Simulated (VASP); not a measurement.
CdS (Hawleyite): single point with LDA

CdS (Hawleyite):

```xyz
2
Lattice="2.9070 2.9070 0.0000 -2.9070 2.9070 0.0000 0.0000 2.9070 2.8346" Properties=species:S:1:pos:R:3 pbc="T T T"
Cd    0.0000    0.0000    0.0000
S     1.4535    4.3606    1.4173
```

This cell differs from its parent crystal: in-plane strain +0.01, then relaxed in part.

| Quantity | Value |
| --- | --- |
| Program | VASP 6.6.1 |
| Task | single point |
| Functional | LDA |
| Potentials or basis | VASP PAW LDA potentials, release 64 (Cd, S) |
| Cutoff | 520 eV |
| k mesh | 8 × 8 × 8 |
| Occupations | gaussian, width 0.01 eV |
| Spin | no spin polarisation |

The pressure is 0.2 GPa and the band gap on the k mesh is 0.92 eV, direct.

Stress tensor (GPa, compression positive):
```
0.05 0.00 0.00
0.00 0.05 0.00
0.00 0.00 0.53
```

Levels at points of the mesh, in eV from the valence-band top:
| k point | band 6 | band 7 | band 8 | band 9 | band 10 | band 11 | band 12 | band 13 |
| --- | --- | --- | --- | --- | --- | --- | --- | --- |
| (0.00, 0.00, 0.00) | -7.43 | -0.08 | -0.08 | 0.00 | 0.92 | 6.30 | 6.30 | 6.31 |
| (0.50, 0.00, 0.00) | -7.02 | -4.79 | -0.92 | -0.82 | 2.78 | 6.69 | 6.90 | 7.29 |
| (0.50, 0.50, 0.00) | -6.97 | -4.31 | -2.09 | -2.04 | 3.23 | 4.23 | 8.97 | 10.57 |
| (0.00, 0.00, 0.50) | -6.91 | -4.15 | -2.17 | -2.17 | 3.14 | 4.00 | 9.24 | 10.66 |

Wall time 24 s on 1 thread of Intel(R) Xeon(R) Platinum 8488C (Sapphire Rapids), with other jobs on the host, peak memory 0.18 GiB.

Caveat: the cell differs from its parent crystal (in-plane strain +0.01, then relaxed in part).
